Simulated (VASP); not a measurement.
# GaAs (I-4m2) in VASP: single point with HSE06

Aim: the single point of GaAs with HSE06.

Program: VASP 6.6.1. These are calculated values, not measurements. Logs are shortened: lines on timing, memory, paths and dates and some standing lists are left out, and cuts for length are marked.

**1. The cell of the first run**

It takes space group I-4m2 (No. 119, tetragonal). The conventional cell has a = 3.844 Å, b = 3.844 Å, c = 5.859 Å, α = 90.00°, β = 90.00°, γ = 90.00°. Ga (site symmetry -4m2) has 4 As at 2.42 Å within 3.2 Å. Within 3.2 Å of As (site symmetry -4m2) lie 4 Ga at 2.42 Å.

**2. Single point, HSE06 (epitaxial xy strain -4.1%)**

The input, POSCAR:

```
GaAs
1.0
    0.0000000000      2.7177785314      2.9295503681
    2.7177785314      0.0000000000      2.9295503681
    2.7177785314      2.7177785314      0.0000000000
Ga As
1 1
Direct
    0.0000000000      0.0000000000      0.0000000000
    0.2500000000      0.2500000000      0.2500000000
```

The input, INCAR.step1:

```
SYSTEM = GaAs
ALGO     = Normal         ! electronic algorithm
EDIFF    = 1E-5           ! SCF threshold, eV
ENCUT    = 520            ! plane-wave cutoff, eV
GGA      = PE             ! functional
ISIF     = 2              ! what is computed and relaxed
ISMEAR   = 0              ! smearing method
LASPH    = .True.         ! aspherical terms in the spheres
LCHARG   = .False.        ! write CHGCAR
LREAL    = .False.        ! projectors in reciprocal space
LWAVE    = .True.         ! write WAVECAR
NBANDS   = 16             ! bands
NELM     = 60             ! most SCF steps
PREC     = Accurate       ! precision mode
SIGMA    = 0.01           ! smearing width, eV
```

The input, INCAR.step2:

```
SYSTEM = GaAs
ALGO     = Normal         ! electronic algorithm
EDIFF    = 1E-7           ! SCF threshold, eV
ENCUT    = 520            ! plane-wave cutoff, eV
GGA      = PE             ! functional
HFSCREEN = 0.2079         ! screening, 1/A
ISIF     = 2              ! what is computed and relaxed
ISMEAR   = 0              ! smearing method
ISTART   = 1            
LASPH    = .True.         ! aspherical terms in the spheres
LCHARG   = .False.        ! write CHGCAR
LHFCALC  = .True.         ! exact exchange
LREAL    = .False.        ! projectors in reciprocal space
LWAVE    = .False.        ! write WAVECAR
NBANDS   = 16             ! bands
NELM     = 60             ! most SCF steps
PREC     = Accurate       ! precision mode
PRECFOCK = Normal       
SIGMA    = 0.01           ! smearing width, eV
```

The input, KPOINTS:

```
k-points
0
Gamma
  6 6 6
  0 0 0
```

Potentials or basis: VASP PAW PBE potentials, release 64 (Ga_d, As).

Launch:

```sh
> cat potpaw_PBE.64/Ga_d/POTCAR potpaw_PBE.64/As/POTCAR > POTCAR
> cp INCAR.step1 INCAR
> mpirun -np 1 vasp_std > vasp.out
> cp INCAR.step2 INCAR
> mpirun -np 1 vasp_std > vasp.out
```

OUTCAR:

```text
SYSTEM = GaAs
   EDIFF = 1E-7
   ENCUT = 520
   GGA = PE
   HFSCREEN = 0.2079
   ISIF = 2
   ISMEAR = 0
   ISTART = 1
   LASPH = .True.
   LHFCALC = .True.
   LREAL = .False.
   NELM = 60
   PREC = Accurate
   PRECFOCK = Normal

 ion  position               nearest neighbor table
   1  0.000  0.000  0.000-   2 2.42   2 2.42   2 2.42   2 2.42
   2  0.250  0.250  0.250-   1 2.42   1 2.42   1 2.42   1 2.42

  LATTYP: Found a body centered tetragonal cell.
 ALAT       =     3.8435192586
 C/A-ratio  =     1.5244104015

  Lattice vectors:

 A1 = (  -2.7177785314,   0.0000000000,   2.9295503681)
 A2 = (   2.7177785314,   0.0000000000,   2.9295503681)
 A3 = (   0.0000000000,   2.7177785314,  -2.9295503681)

Analysis of symmetry for initial positions (statically):
=====================================================================
 Subroutine PRICEL returns:
 Original cell was already a primitive cell.

 Routine SETGRP: Setting up the symmetry group for a
 body centered tetragonal supercell.

 Subroutine GETGRP returns: Found  8 space group operations
 (whereof  8 operations were pure point group operations)
 out of a pool of 16 trial point group operations.

The static configuration has the point symmetry D_2d.

Analysis of symmetry for dynamics (positions and initial velocities):
=====================================================================
 Subroutine PRICEL returns:
 Original cell was already a primitive cell.

 Routine SETGRP: Setting up the symmetry group for a
 body centered tetragonal supercell.

 Subroutine GETGRP returns: Found  8 space group operations
 (whereof  8 operations were pure point group operations)
 out of a pool of 16 trial point group operations.

The dynamic configuration has the point symmetry D_2d.

 Subroutine INISYM returns: Found  8 space group operations
 (whereof  8 operations are pure point group operations),
 and found     1 'primitive' translations

----------------------------------------------------------------------------------------

                                     Primitive cell

  volume of cell :      43.2772

  direct lattice vectors                    reciprocal lattice vectors
     0.000000000  2.717778531  2.929550368    -0.183973784  0.183973784  0.170674656
     2.717778531  0.000000000  2.929550368     0.183973784 -0.183973784  0.170674656
     2.717778531  2.717778531  0.000000000     0.183973784  0.183973784 -0.170674656

  length of vectors
     3.996071259  3.996071259  3.843519259     0.311163212  0.311163212  0.311163212

  position of ions in fractional coordinates (direct lattice)
[... 90 lines left out ...]
   NELECT =      18.0000    total number of electrons
   NUPDOWN=      -1.0000    fix difference up-down
   EMIN   =  10.00;   EMAX   =-10.00  energy-range for DOS
   EFERMI =   0.00;   METHOD = LEGACY
   ISMEAR =     0;   SIGMA  =   0.01  broadening in eV -4-tet -1-fermi 0-gaus
   EFERMI_NEDOS =   21; number of points for ismear=-14 and -15
   IALGO  =     38    algorithm
   IMIX   =      1    mixing-type and parameters
     AMIX     =   0.40;   BMIX     =  1.00
     AMIX_MAG =   1.60;   BMIX_MAG =  1.00
  volume/ion in A,a.u.               =      21.64       146.02
  Fermi-wavevector in a.u.,A,eV,Ry     =   1.222023  2.309288 20.318120  1.493340
  Thomas-Fermi vector in A             =   2.357184
   LORBIT       =      0    0 simple, 1 ext, 2 COOP (PROOUT), +10 PAW based schemes
   GGA     = PE    functional components
   LHFCALC =     T    Hartree Fock is set to
   PRECFOCK=normal    Normal, Fast or Accurate (Low or Medium for compatibility)
   ENCUT4O =  -1.0   cutoff for four orbital integrals eV
   NKREDX  =     1    reduce k-point grid by
   NKREDY  =     1    reduce k-point grid by
   NKREDZ  =     1    reduce k-point grid by
   AEXX    =    0.2500 exact exchange contribution
   HFSCREEN=    0.2079 screening length (either q_TF or 0.3 A-1)
   HFSCREENC=   0.2079 screening length for correlation (either q_TF or 0.3 A-1)
   ENCUTFOCK=  -1.0 apply spherical cutoff to Coloumb kernel
   IVDW    =     0    specifies the selected vdW correction
   LEPSILON=     F    determine dielectric tensor
   LRPA    =     F    only Hartree local field effects (RPA)
 non-spin polarized calculation
 Gauss-broadening in eV      SIGMA  =   0.01
  energy-cutoff  :      520.00
  volume of cell :       43.28
 maximum number of plane-waves:      1175
 NGX is ok and might be reduce to    30
  NGX = 24; NGY = 24; NGZ = 24

 number of electron      18.0000011 magnetization

 Free energy of the ion-electron system (eV)
  ---------------------------------------------------
  ext. energy  EPLUGINS =         0.00000000
  ---------------------------------------------------
  free energy    TOTEN  =        -9.77568719 eV

  energy without entropy =       -9.77568719  energy(sigma->0) =       -9.77568719

 E-fermi :   4.1733     XC(G=0):  -8.1236

 val. band max:        4.0923072123   @ k =   0.0000   0.0000   0.0000
 cond. band min:       5.6511902858   @ k =   0.0000   0.0000   0.0000
 fundamental gap:      1.5588830735
 Fermi energy:         4.1732903093

 k-point     1 :       0.0000    0.0000    0.0000
  band No.  band energies     occupation
      1     -13.5345      2.00000
      2     -13.5146      2.00000
      3     -13.5146      2.00000
      4     -13.4382      2.00000
      5     -13.4256      2.00000
      6     -10.3698      2.00000
[... 433 lines left out ...]
      3     -13.4785      2.00000
      4     -13.4586      2.00000
      5     -13.4145      2.00000
      6      -7.6583      2.00000
[... 8 lines left out ...]
     15      17.4155      0.00000
     16      18.6177      0.00000

 [... further k-points ...]

------------------------ aborting loop because EDIFF is reached ----------------------------------------

  FORCE on cell =-STRESS in cart. coord.  units (eV):
  Direction    XX          YY          ZZ          XY          YZ          ZX
  --------------------------------------------------------------------------------------
  -------------------------------------------------------------------------------------
  Total        1.7514033      1.7514033      0.1480638      0.0000000      0.0000000      0.0000000
  in kB       64.8392002     64.8392002      5.4815130      0.0000000      0.0000000      0.0000000
  external PRESSURE =      45.0533045 kB  Pullay stress =       0.0000000 kB

 VOLUME and BASIS-vectors are now :
 -----------------------------------------------------------------------------
  energy-cutoff  :      520.00
  volume of cell :       43.28
      direct lattice vectors                 reciprocal lattice vectors
     0.000000000  2.717778531  2.929550368    -0.183973784  0.183973784  0.170674656
     2.717778531  0.000000000  2.929550368     0.183973784 -0.183973784  0.170674656
     2.717778531  2.717778531  0.000000000     0.183973784  0.183973784 -0.170674656

 POSITION                                       TOTAL-FORCE (eV/Angst)
 -----------------------------------------------------------------------------------
      0.00000      0.00000      0.00000         0.000000      0.000000      0.000000
      1.35889      1.35889      1.46478        -0.000000     -0.000000     -0.000000
 -----------------------------------------------------------------------------------
    total drift:                                0.000001      0.000002     -0.000002

  FREE ENERGIE OF THE ION-ELECTRON SYSTEM (eV)
  ---------------------------------------------------
  free  energy   TOTEN  =        -9.7756871891 eV

  energy  without entropy=       -9.7756871891  energy(sigma->0) =       -9.77568719
```

OUTCAR.step1:

```text
SYSTEM = GaAs
   EDIFF = 1E-5
   ENCUT = 520
   GGA = PE
   ISIF = 2
   ISMEAR = 0
[... 680 lines left out ...]
      0.00000      0.00000      0.00000         0.000000      0.000000      0.000000
      1.35889      1.35889      1.46478        -0.000000     -0.000000     -0.000000
 -----------------------------------------------------------------------------------
    total drift:                                0.000001      0.000001      0.000002

  FREE ENERGIE OF THE ION-ELECTRON SYSTEM (eV)
  ---------------------------------------------------
  free  energy   TOTEN  =        -8.1316424691 eV

  energy  without entropy=       -8.1316424691  energy(sigma->0) =       -8.13164247
```

Run time: 67 min. Hardware: 1 thread of Intel Xeon Platinum 8559C (Emerald Rapids), shared host; peak memory 0.3 GiB.

What came out:

```
Free energy            : -9.7757 eV
Pressure               : 4.5 GPa
Band gap on the k mesh : 1.56 eV
```

Caveat: the cell differs from its parent crystal (epitaxial xy strain -4.1%); the stress differs along the axes, from 1 to 6 GPa; the PAW data sets were made with another functional, which shifts forces and pressure a little.
